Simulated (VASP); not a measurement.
# TaN (Fmm2) in VASP: a series of runs

Runs on TaN. Level: LDA. Tasks: single point.

Everything below comes from runs of VASP 6.6.1. Logs are shortened: lines on timing, memory, paths and dates and some standing lists are left out, and cuts for length are marked.

### 1 The cell of the first run

It takes space group Fmm2 (No. 42, orthorhombic). Conventional cell: a = 4.232 Å, b = 4.349 Å, c = 4.232 Å, α = 90.00°, β = 90.00°, γ = 90.00°. Ta (site symmetry mm2) has 6 N at 1.99 to 2.24 Å within 2.6 Å. N (site symmetry mm2) has 6 Ta at 1.99 to 2.24 Å within 2.6 Å.

### 2 Single point, LDA (atoms displaced along a vibrational mode, the cell strained)

INCAR

```
ALGO = Normal ; EDIFF = 1E-6
ENCUT = 700 ; GGA = CA
GGA_COMPAT = False ; ISIF = 2
ISMEAR = 0 ; LASPH = True
LCHARG = True ; LELF = True
LREAL = False ; LVHAR = True
LWAVE = False ; NBANDS = 16
NELM = 120 ; PREC = Accurate
SIGMA = 0.15
```

KPOINTS

```
k-points
0
Gamma
  18 18 18
```

POSCAR

```
TaN
1.0
    0.0000000000      2.1162163817      2.1742693740
    2.1162163817      0.0000000000      2.1742693740
    2.1162163817      2.1162163817      0.0000000000
Ta N
1 1
Direct
    0.4978193580      0.5021806420      0.5021806420
    0.0281703825     -0.0281703825     -0.0281703825
```

Potentials or basis: VASP PAW LDA potentials, release 64 (Ta_sv_GW, N).

On the command line:

```sh
$ cat potpaw_LDA.64/Ta_sv_GW/POTCAR potpaw_LDA.64/N/POTCAR > POTCAR
$ mpirun -np 1 vasp_std > vasp.out
```

OUTCAR:

```text
EDIFF = 1E-6
   ENCUT = 700
   GGA = CA
   ISIF = 2
   ISMEAR = 0
   LASPH = True
   LREAL = False
   NELM = 120
   PREC = Accurate

 ion  position               nearest neighbor table
   1  0.498  0.502  0.502-   2 1.99   2 2.12   2 2.12   2 2.18   2 2.18   2 2.24
   2  0.028  0.972  0.972-   1 1.99   1 2.12   1 2.12   1 2.18   1 2.18   1 2.24

  LATTYP: Found a body centered tetragonal cell.
 ALAT       =     2.9927819079
 C/A-ratio  =     1.4530089000

  Lattice vectors:

 A1 = (  -2.1162163817,   0.0000000000,   2.1742693740)
 A2 = (   2.1162163817,   0.0000000000,   2.1742693740)
 A3 = (   0.0000000000,   2.1162163817,  -2.1742693740)

Analysis of symmetry for initial positions (statically):
=====================================================================
 Subroutine PRICEL returns:
 Original cell was already a primitive cell.

 Routine SETGRP: Setting up the symmetry group for a
 body centered tetragonal supercell.

 Subroutine GETGRP returns: Found  4 space group operations
 (whereof  4 operations were pure point group operations)
 out of a pool of 16 trial point group operations.

The static configuration has the point symmetry C_2v.

Analysis of symmetry for dynamics (positions and initial velocities):
=====================================================================
 Subroutine PRICEL returns:
 Original cell was already a primitive cell.

 Routine SETGRP: Setting up the symmetry group for a
 body centered tetragonal supercell.

 Subroutine GETGRP returns: Found  4 space group operations
 (whereof  4 operations were pure point group operations)
 out of a pool of 16 trial point group operations.

The dynamic configuration has the point symmetry C_2v.

 Subroutine INISYM returns: Found  4 space group operations
 (whereof  4 operations are pure point group operations),
 and found     1 'primitive' translations

----------------------------------------------------------------------------------------

                                     Primitive cell

  volume of cell :      19.4744

  direct lattice vectors                    reciprocal lattice vectors
     0.000000000  2.116216382  2.174269374    -0.236270735  0.236270735  0.229962306
     2.116216382  0.000000000  2.174269374     0.236270735 -0.236270735  0.229962306
     2.116216382  2.116216382  0.000000000     0.236270735  0.236270735 -0.229962306

  length of vectors
     3.034109274  3.034109274  2.992781908     0.405623450  0.405623450  0.405623450

  position of ions in fractional coordinates (direct lattice)
     0.497819358  0.502180642  0.502180642
     0.028170383  0.971829617  0.971829617

  ion indices of the primitive-cell ions
   primitive index   ion index
                 1           1
                 2           2

----------------------------------------------------------------------------------------

 KPOINTS: k-points

Automatic generation of k-mesh.
 Grid dimensions read from file:
 generate k-points for:   18   18   18

 Generating k-lattice:

  Cartesian coordinates                     Fractional coordinates (reciprocal lattice)
    -0.013126152  0.013126152  0.012775684     0.055555556 -0.000000000  0.000000000
     0.013126152 -0.013126152  0.012775684    -0.000000000  0.055555556  0.000000000
     0.013126152  0.013126152 -0.012775684     0.000000000  0.000000000  0.055555556

  Length of vectors
     0.022534636  0.022534636  0.022534636

  Shift w.r.t. Gamma in fractional coordinates (k-lattice)
     0.000000000  0.000000000  0.000000000

 Subroutine IBZKPT returns following result:
 ===========================================

 Found    865 irreducible k-points:

 Following reciprocal coordinates:
            Coordinates               Weight
  0.000000  0.000000  0.000000      1.000000
  0.055556  0.000000  0.000000      8.000000
  0.111111  0.000000  0.000000      8.000000
  0.166667  0.000000  0.000000      8.000000
  0.222222  0.000000  0.000000      8.000000
  0.277778  0.000000  0.000000      8.000000
[... 16 lines left out ...]
 -0.277778  0.055556  0.000000      8.000000
 -0.222222  0.055556  0.000000      8.000000
 [... further k-points ...]
   k-points           NKPTS =    865   k-points in BZ     NKDIM =    865   number of bands    NBANDS=     16
   number of dos      NEDOS =    301   number of ions     NIONS =      2
   total plane-waves  NPLWV =  21952
   dimension x,y,z NGX =    28 NGY =   28 NGZ =   28
   dimension x,y,z NGXF=    56 NGYF=   56 NGZF=   56
   ions per type =               1   1
   NGX,Y,Z   is equivalent  to a cutoff of  15.34, 15.34, 15.55 a.u.
   NGXF,Y,Z  is equivalent  to a cutoff of  30.68, 30.68, 31.11 a.u.
 SYSTEM =  unknown system
   PREC   = accura    normal or accurate (medium, high low for compatibility)
   ISTART =      0    job   : 0-new  1-cont  2-samecut
   ICHARG =      2    charge: 1-file 2-atom 10-const
   ISPIN  =      1    spin polarized calculation?
   LNONCOLLINEAR =      F non collinear calculations
[... 115 lines left out ...]
      6       7.1486      2.00000
[... 8 lines left out ...]
     15      27.3243      0.00000
     16      33.4816      0.00000

 k-point     6 :       0.2778    0.0000    0.0000
  band No.  band energies     occupation
      1     -54.0033      2.00000
      2     -21.2020      2.00000
      3     -20.5373      2.00000
      4     -20.5081      2.00000
      5      -2.5264      2.00000
      6       6.2043      2.00000
[... 8 lines left out ...]
     15      27.9793      0.00000
     16      32.4366      0.00000

 k-point     7 :       0.3333    0.0000    0.0000
  band No.  band energies     occupation
      1     -53.9886      2.00000
      2     -21.3926      2.00000
      3     -20.5588      2.00000
      4     -20.5230      2.00000
      5      -1.9180      2.00000
      6       5.3298      2.00000
[... 8 lines left out ...]
     15      27.8780      0.00000
     16      30.7866      0.00000

 k-point     8 :       0.3889   -0.0000    0.0000
  band No.  band energies     occupation
      1     -53.9766      2.00000
      2     -21.5437      2.00000
      3     -20.5763      2.00000
      4     -20.5348      2.00000
      5      -1.3577      2.00000
      6       4.5861      2.00000
[... 8 lines left out ...]
     15      27.6739      0.00000
     16      29.2660      0.00000

 k-point     9 :       0.4444    0.0000    0.0000
  band No.  band energies     occupation
      1     -53.9687      2.00000
      2     -21.6403      2.00000
      3     -20.5878      2.00000
      4     -20.5424      2.00000
      5      -0.9382      2.00000
      6       4.0597      2.00000
[... 8 lines left out ...]
     15      27.6305      0.00000
     16      28.2514      0.00000
[... 172 lines left out ...]
 k-point    19 :       0.5000    0.0556    0.0000
  band No.  band energies     occupation
      1     -53.9653      2.00000
      2     -21.6551      2.00000
      3     -20.6135      2.00000
      4     -20.5540      2.00000
      5      -0.8685      2.00000
      6       3.9879      2.00000
[... 8 lines left out ...]
     15      27.2313      0.00000
     16      27.9485      0.00000

 k-point    20 :      -0.4444    0.0556    0.0000
  band No.  band energies     occupation
      1     -53.9660      2.00000
      2     -21.6482      2.00000
      3     -20.6181      2.00000
      4     -20.5459      2.00000
      5      -0.8915      2.00000
      6       4.0263      2.00000
[... 8 lines left out ...]
     15      27.4550      0.00000
     16      28.0379      0.00000

 k-point    21 :      -0.3889    0.0556    0.0000
  band No.  band energies     occupation
      1     -53.9719      2.00000
      2     -21.5777      2.00000
      3     -20.6139      2.00000
      4     -20.5331      2.00000
      5      -1.1948      2.00000
      6       4.4090      2.00000
[... 8 lines left out ...]
     15      27.7130      0.00000
     16      28.5442      0.00000

 k-point    22 :      -0.3333    0.0556    0.0000
  band No.  band energies     occupation
      1     -53.9824      2.00000
      2     -21.4502      2.00000
      3     -20.6010      2.00000
      4     -20.5172      2.00000
      5      -1.6835      2.00000
      6       5.0458      2.00000
[... 8 lines left out ...]
     15      27.8919      0.00000
     16      29.6601      0.00000

 k-point    23 :      -0.2778    0.0556    0.0000
  band No.  band energies     occupation
      1     -53.9961      2.00000
      2     -21.2783      2.00000
      3     -20.5809      2.00000
      4     -20.5001      2.00000
      5      -2.2584      2.00000
      6       5.8435      2.00000
[... 8 lines left out ...]
     15      28.1163      0.00000
     16      31.0666      0.00000

 k-point    24 :      -0.2222    0.0556    0.0000
  band No.  band energies     occupation
      1     -54.0113      2.00000
      2     -21.0799      2.00000
      3     -20.5555      2.00000
      4     -20.4839      2.00000
      5      -2.8455      2.00000
      6       6.7322      2.00000
[... 8 lines left out ...]
     15      27.7910      0.00000
     16      32.5058      0.00000

 [... further k-points ...]

------------------------ aborting loop because EDIFF is reached ----------------------------------------

  FORCE on cell =-STRESS in cart. coord.  units (eV):
  Direction    XX          YY          ZZ          XY          YZ          ZX
  --------------------------------------------------------------------------------------
  -------------------------------------------------------------------------------------
  Total        5.4447772      3.9981278      1.1590565      0.0000000      0.0000000      0.0000000
  in kB      447.9475963    328.9302136     95.3568044      0.0000000      0.0000000      0.0000000
  external PRESSURE =     290.7448714 kB  Pullay stress =       0.0000000 kB

 VOLUME and BASIS-vectors are now :
 -----------------------------------------------------------------------------
  energy-cutoff  :      700.00
  volume of cell :       19.47
      direct lattice vectors                 reciprocal lattice vectors
     0.000000000  2.116216382  2.174269374    -0.236270735  0.236270735  0.229962306
     2.116216382  0.000000000  2.174269374     0.236270735 -0.236270735  0.229962306
     2.116216382  2.116216382  0.000000000     0.236270735  0.236270735 -0.229962306

 POSITION                                       TOTAL-FORCE (eV/Angst)
 -----------------------------------------------------------------------------------
      2.12545      2.11622      2.17427        -1.941250      0.000000      0.000000
      4.11320      2.11622      2.17427         1.941250      0.000000      0.000000
 -----------------------------------------------------------------------------------
    total drift:                                0.000056     -0.000000     -0.000000

  FREE ENERGIE OF THE ION-ELECTRON SYSTEM (eV)
  ---------------------------------------------------
  free  energy   TOTEN  =       -26.4469568028 eV

  energy  without entropy=      -26.4386475922  energy(sigma->0) =      -26.44280220
```

Wall time 3.8 min (1 thread of Intel Xeon Platinum 8488C (Sapphire Rapids), shared host); peak memory 0.55 GiB.

What came out:

| Property | Result |
| --- | --- |
| Free energy | -26.4470 eV |
| Pressure | 29.1 GPa |
| Largest force | 1.941 eV/Å |
| Band gap on the k mesh | zero (bands 9 and 10 overlap by 4.05 eV) |

Forces in eV/Å, atoms in the order of the input:
```
Ta  -1.941  0.000  0.000
N    1.941  0.000  0.000
```

Stress tensor (GPa, compression positive):
```
44.79  0.00  0.00
 0.00 32.89  0.00
 0.00  0.00  9.54
```

Caveat: the cell differs from its parent crystal (atoms displaced along a vibrational mode, the cell strained); the stress differs along the axes, from 10 to 45 GPa; spin-orbit coupling is left out, which moves the levels of the heavy elements; forces of over 1 eV/Å act on the atoms, so gaps and moduli don't describe the material at rest.

### 3 Single point, LDA (atoms displaced along a vibrational mode, the cell strained)

INCAR

```
SYSTEM = TaN
PREC = Accurate
ENCUT = 700
EDIFF = 1E-6
ISMEAR = 0
SIGMA = 0.15
LREAL = .False.
LASPH = .True.
NELM = 120
ALGO = Normal
ISIF = 2
LWAVE = .False.
LCHARG = .False.
NBANDS = 16
GGA_COMPAT = .False.
```

KPOINTS

```
Automatic mesh
0
Gamma
  18 18 18
  0 0 0
```

POSCAR

```
TaN
1.0
    0.0000000000      2.1453515913      2.1742693740
    2.1453515913      0.0000000000      2.1742693740
    2.1453515913      2.1453515913      0.0000000000
Ta N
1 1
Direct
    0.4956387160      0.5043612840      0.5043612840
    0.0563407651     -0.0563407651     -0.0563407651
```

Potentials or basis: VASP PAW LDA potentials, release 64 (Ta_sv_GW, N).

On the command line:

```sh
$ cat potpaw_LDA.64/Ta_sv_GW/POTCAR potpaw_LDA.64/N/POTCAR > POTCAR
$ mpirun -np 1 vasp_std > vasp.out
```

Wall time 11 min (1 thread of Intel Xeon Platinum 8375C at 2.90GHz (Ice Lake), shared host); peak memory 0.56 GiB.

Results (log left out):

* Free energy: -26.1861 eV
* Pressure: 27.2 GPa
* Largest force: 4.109 eV/Å
* Band gap on the k mesh: zero (bands 9 and 10 overlap by 3.26 eV)

Forces on the atoms (eV/Å):
```
Ta  -4.109  0.000  0.000
N    4.109  0.000  0.000
```

Stress tensor (GPa, compression positive):
```
59.65  0.00  0.00
 0.00 15.69  0.00
 0.00  0.00  6.26
```

Levels at points of the mesh, in eV from the Fermi level:
| k point | band 7 | band 8 | band 9 | band 10 | band 11 | band 12 |
| --- | --- | --- | --- | --- | --- | --- |
| (0.00, 0.00, 0.00) | -5.16 | -5.01 | -2.02 | -0.65 | -0.64 | 0.15 |
| (0.50, 0.00, 0.00) | -7.88 | -7.74 | 1.72 | 2.18 | 2.41 | 4.08 |
| (0.50, 0.50, 0.00) | -6.68 | -4.84 | -2.65 | 3.00 | 4.00 | 4.09 |
| (0.50, 0.00, 0.50) | -6.53 | -4.83 | -2.77 | 2.96 | 3.99 | 4.10 |
| (0.00, 0.50, 0.50) | -5.75 | -4.71 | -4.64 | 2.54 | 3.80 | 3.89 |

Caveat: the cell differs from its parent crystal (atoms displaced along a vibrational mode, the cell strained); the stress differs along the axes, from 6 to 60 GPa; spin-orbit coupling is left out, which moves the levels of the heavy elements; forces of over 1 eV/Å act on the atoms, so gaps and moduli don't describe the material at rest.

### 4 Single point, LDA (atoms displaced along a vibrational mode, the cell strained)

INCAR

```
SYSTEM = TaN
ALGO     = Normal         ! electronic algorithm
EDIFF    = 1E-6           ! SCF threshold, eV
ENCUT    = 700            ! plane-wave cutoff, eV
GGA_COMPAT= .FALSE.      
ISIF     = 2              ! what is computed and relaxed
ISMEAR   = 0              ! smearing method
LASPH    = .TRUE.         ! aspherical terms in the spheres
LCHARG   = .TRUE.         ! write CHGCAR
LELF     = .TRUE.         ! ELF
LREAL    = .FALSE.        ! projectors in reciprocal space
LVHAR    = .TRUE.       
LWAVE    = .FALSE.        ! write WAVECAR
NBANDS   = 16             ! bands
NELM     = 120            ! most SCF steps
PREC     = Accurate       ! precision mode
SIGMA    = 0.15           ! smearing width, eV
```

KPOINTS

```
k-points
0
G
  18 18 18
  0 0 0
```

POSCAR

```
TaN
1.0
    0.0000000000      2.2323223663      2.1742693740
    2.2323223663      0.0000000000      2.1742693740
    2.2323223663      2.2323223663      0.0000000000
Ta N
1 1
Direct
    0.4967281469      0.5032718531      0.5032718531
    0.0422670719     -0.0422670719     -0.0422670719
```

On the command line:

```sh
$ cat potpaw_LDA.64/Ta_sv_GW/POTCAR potpaw_LDA.64/N/POTCAR > POTCAR
$ mpirun -np 1 vasp_std > vasp.out
```

Wall time 5.2 min (1 thread of Intel Xeon Platinum 8124M at 3.00GHz (Skylake/Cascade Lake), shared host); peak memory 0.59 GiB.

It converged, with:

```yaml
Free_energy: -26.4742 eV
Pressure: -10.2 GPa
Largest_force: 1.509 eV/Å
Band_gap_on_the_k_mesh: zero (bands 9 and 10 overlap by 3.14 eV)
```

Forces in eV/Å, atoms in the order of the input:
```
Ta  -1.509  0.000  0.000
N    1.509  0.000  0.000
```

Stress tensor (GPa, compression positive):
```
 -3.15   0.00   0.00
  0.00 -20.87   0.00
  0.00   0.00  -6.59
```

Levels at points of the mesh, in eV from the Fermi level:
| k point | band 6 | band 7 | band 8 | band 9 | band 10 | band 11 | band 12 | band 13 |
| --- | --- | --- | --- | --- | --- | --- | --- | --- |
| (0.00, 0.00, 0.00) | -4.43 | -4.43 | -4.35 | -2.03 | -1.06 | -0.96 | 0.10 | 1.09 |
| (0.50, 0.00, 0.00) | -10.02 | -7.31 | -7.25 | 1.72 | 1.90 | 2.03 | 3.74 | 6.83 |
| (0.50, 0.50, 0.00) | -6.41 | -6.26 | -4.68 | -3.23 | 2.41 | 3.53 | 3.56 | 4.27 |
| (0.50, 0.00, 0.50) | -6.52 | -6.37 | -4.64 | -3.02 | 2.37 | 3.36 | 3.72 | 4.35 |
| (0.00, 0.50, 0.50) | -6.39 | -5.20 | -4.46 | -4.36 | 2.12 | 3.35 | 3.67 | 3.83 |

Caveat: the cell differs from its parent crystal (atoms displaced along a vibrational mode, the cell strained); the stress differs along the axes, from -21 to -3 GPa; spin-orbit coupling is left out, which moves the levels of the heavy elements; forces of over 1 eV/Å act on the atoms, so gaps and moduli don't describe the material at rest.

### 5 Single point, LDA (atoms displaced along a vibrational mode, the cell strained)

INCAR

```
PREC = Accurate
ENCUT = 700
EDIFF = 1E-6
ISMEAR = 0
SIGMA = 0.15
LREAL = False
LASPH = True
NELM = 120
ALGO = Normal
ISIF = 2
LWAVE = False
LCHARG = False
NBANDS = 16
GGA_COMPAT = False
```

KPOINTS

```
regular mesh
0
Gamma
  18 18 18
```

POSCAR

```
TaN
1.0
    0.0000000000      2.1453515913      2.1742693740
    2.1453515913      0.0000000000      2.1742693740
    2.1453515913      2.1453515913      0.0000000000
Ta N
1 1
Direct
    0.4967281469      0.5032718531      0.5032718531
    0.0422670719     -0.0422670719     -0.0422670719
```

On the command line:

```sh
$ cat potpaw_LDA.64/Ta_sv_GW/POTCAR potpaw_LDA.64/N/POTCAR > POTCAR
$ mpirun -np 1 vasp_std > vasp.out
```

Run time: 3.6 min. Hardware: 1 thread of Intel Xeon 6975P-C (Granite Rapids), shared host; peak memory 0.56 GiB.

It converged, with:

```yaml
Free_energy: -26.4074 eV
Pressure: 20.4 GPa
Largest_force: 2.752 eV/Å
Band_gap_on_the_k_mesh: zero (bands 9 and 10 overlap by 3.53 eV)
```

Forces on the atoms (eV/Å):
```
Ta  -2.752  0.000  0.000
N    2.752  0.000  0.000
```

Stress tensor (GPa, compression positive):
```
40.39  0.00  0.00
 0.00 15.36  0.00
 0.00  0.00  5.37
```

Levels at points of the mesh, in eV from the Fermi level:
| k point | band 7 | band 8 | band 9 | band 10 | band 11 | band 12 |
| --- | --- | --- | --- | --- | --- | --- |
| (0.00, 0.00, 0.00) | -4.74 | -4.60 | -2.09 | -1.23 | -1.18 | 0.09 |
| (0.50, 0.00, 0.00) | -7.91 | -7.82 | 1.90 | 2.20 | 2.32 | 4.08 |
| (0.50, 0.50, 0.00) | -6.68 | -4.73 | -3.27 | 2.72 | 3.99 | 4.03 |
| (0.50, 0.00, 0.50) | -6.52 | -4.74 | -3.38 | 2.70 | 3.93 | 4.09 |
| (0.00, 0.50, 0.50) | -5.78 | -4.69 | -4.62 | 2.45 | 3.88 | 4.08 |

Caveat: the cell differs from its parent crystal (atoms displaced along a vibrational mode, the cell strained); the stress differs along the axes, from 5 to 40 GPa; spin-orbit coupling is left out, which moves the levels of the heavy elements; forces of over 1 eV/Å act on the atoms, so gaps and moduli don't describe the material at rest.

### 6 The runs side by side

```csv
cell,gap on the mesh (eV),pressure (GPa),largest force (eV/Å)
"a = 3.034, b = 3.034, c = 2.993 Å, angles 60.4, 60.4, 59.1°, 2 atoms, atomic positions A",none,29.1,1.94
"a = 3.055, b = 3.055, c = 3.034 Å, angles 60.2, 60.2, 59.6°, 2 atoms, atomic positions B",none,27.2,4.11
"a = 3.116, b = 3.116, c = 3.157 Å, angles 59.6, 59.6, 60.9°, 2 atoms, atomic positions C",none,-10.2,1.51
"a = 3.055, b = 3.055, c = 3.034 Å, angles 60.2, 60.2, 59.6°, 2 atoms, atomic positions C",none,20.4,2.75
```

Alike in all rows: task single point; level LDA; potentials or basis VASP PAW LDA potentials, release 64 (Ta_sv_GW, N); no spin polarisation; k mesh 18 × 18 × 18; cutoff (eV) 700; smearing gaussian 0.15 eV.

Caveats: spin-orbit coupling is left out, which moves the levels of the heavy elements; forces of over 1 eV/Å act on the atoms, so gaps and moduli don't describe the material at rest; the stress differs along the axes, from 10 to 45 GPa (at least some runs); the stress differs along the axes, from 6 to 60 GPa (at least some runs); the stress differs along the axes, from -21 to -3 GPa (at least some runs); the stress differs along the axes, from 5 to 40 GPa (at least some runs).

Total energies depend on the potentials used, so only differences within one code and one set of settings carry meaning.
